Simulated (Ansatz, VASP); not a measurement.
# NaI: VASP beside Ansatz

Contents of INCAR:

```
SYSTEM = NaI
PREC = Accurate
ENCUT = 520
EDIFF = 1E-7
ISMEAR = -1
SIGMA = 0.02
LREAL = .False.
LASPH = .True.
NELM = 60
ALGO = Normal
ISIF = 2
LWAVE = .False.
LCHARG = .False.
GGA = PE
NBANDS = 14
```

KPOINTS

```
Automatic mesh
0
Gamma
  6 6 6
  0 0 0
```

The input POSCAR:

```
NaI
1.0
    0.0000000000      3.5254757074      3.5431916657
    3.5254757074      0.0000000000      3.5431916657
    3.5254757074      3.5254757074      0.0000000000
Na I
1 1
Direct
    0.0000000000      0.0000000000      0.0000000000
    0.2500000000      0.2500000000      0.2500000000
```

Input for Ansatz:

```yaml
crystal:
  lattice:
    - [0.0, 3.5254757074, 3.5431916657]
    - [3.5254757074, 0.0, 3.5431916657]
    - [3.5254757074, 3.5254757074, 0.0]
  atoms:
    - { symbol: Na, position: [0.0, 0.0, 0.0] }
    - { symbol: I, position: [0.25, 0.25, 0.25] }
kpoints:
  mp_grid: { grid: [6, 6, 6] }
  band_path:
    path:
      - [0.0, 0.0, 0.0]
      - [-0.5, -0.5, 0.0]
      - [-0.375, -0.375, 0.25]
      - [-0.375, 0.0, 0.375]
      - [0.0, 0.0, 0.5]
      - [-0.5, -0.25, 0.25]
    npoints: 1
hamiltonian:
  xc: pbe
scf:
  occupations: { method: fermi_dirac, width: 0.02 }
  n_extra_bands: 4
output:
  forces: true
  stress: true
  eigenvalues: true
```

Change from the starting cell: biaxial_xy strain -0.5%.

Alike in both runs: task single point; functional PBE; k mesh 6 × 6 × 6; occupations fermi-dirac, width 0.02 eV; no spin polarisation.

|  | VASP | Ansatz |
| --- | --- | --- |
| version | VASP 6.6.1 | Ansatz 0.2.0 |
| potentials or method | VASP PAW PBE potentials, release 64 (Na_pv, I) | plane waves, PAW |
| plane-wave cutoff (eV) | 520 | 420 |
| valence electrons in the cell | 14 | 26 |

```csv
,VASP,Ansatz,Ansatz less VASP
gap on the k mesh at the Fermi level (eV),3.84,3.84,+0.003
pressure (GPa),0.5,0.5,-0.01
```

VASP's potentials hold 14 valence electrons a cell and Ansatz's 26, so a difference there can come from the potentials and not from the codes.

Neither program's run includes spin-orbit coupling.
